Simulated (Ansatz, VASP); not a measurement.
## CO2: VASP beside Ansatz

```
CELL_PARAMETERS angstrom
6.05774 0.00000 -0.22717
0.00000 6.05774 0.00000
-0.22717 0.00000 6.05774
ATOMIC_POSITIONS crystal
C 0.00000 0.00000 0.00000
C 0.50000 0.00000 0.50000
C 0.50000 0.50000 0.00000
C 0.00000 0.50000 0.50000
O 0.11148 0.11148 0.11148
O 0.38852 0.88852 0.61148
O 0.61148 0.38852 0.88852
O 0.88852 0.61148 0.38852
O 0.88852 0.88852 0.88852
O 0.61148 0.11148 0.38852
O 0.38852 0.61148 0.11148
O 0.11148 0.38852 0.61148
```

Change from the starting cell: engineering shear strain xz -0.0750, normal strain along z +0.0000.

Alike in both runs: task single point; functional PBE; k mesh 4 × 4 × 4; occupations gaussian, width 0.05 eV; no spin polarisation.

|  | VASP | Ansatz |
| --- | --- | --- |
| version | VASP 6.6.1 | Ansatz 0.2.0 |
| potentials or method | VASP PAW PBE potentials, release 64 (C, O), cutoff 520 eV | scalar-relativistic, plane waves, PAW |
| valence electrons in the cell | 64 | 64 |

VASP gave:

- gap on the k mesh at the Fermi level (eV): 6.58
- least direct gap on the mesh (eV): 6.58
- pressure (GPa): 1.7
- traceless stress, the component that is largest in VASP (GPa): 7.10
- rms of the force components (eV/Å): 1.543

Question: What did Ansatz give for the same quantities?

Answer: gap on the k mesh at the Fermi level (eV): 6.60; least direct gap on the mesh (eV): 6.60; pressure (GPa): 0.5; traceless stress, the component that is largest in VASP (GPa): 6.87; rms of the force components (eV/Å): 1.420.

Atom by atom the forces differ by 0.315 eV/Å (rms over components).

Noted on VASP's run: the standard files for N, O and F lose accuracy on very short bonds.
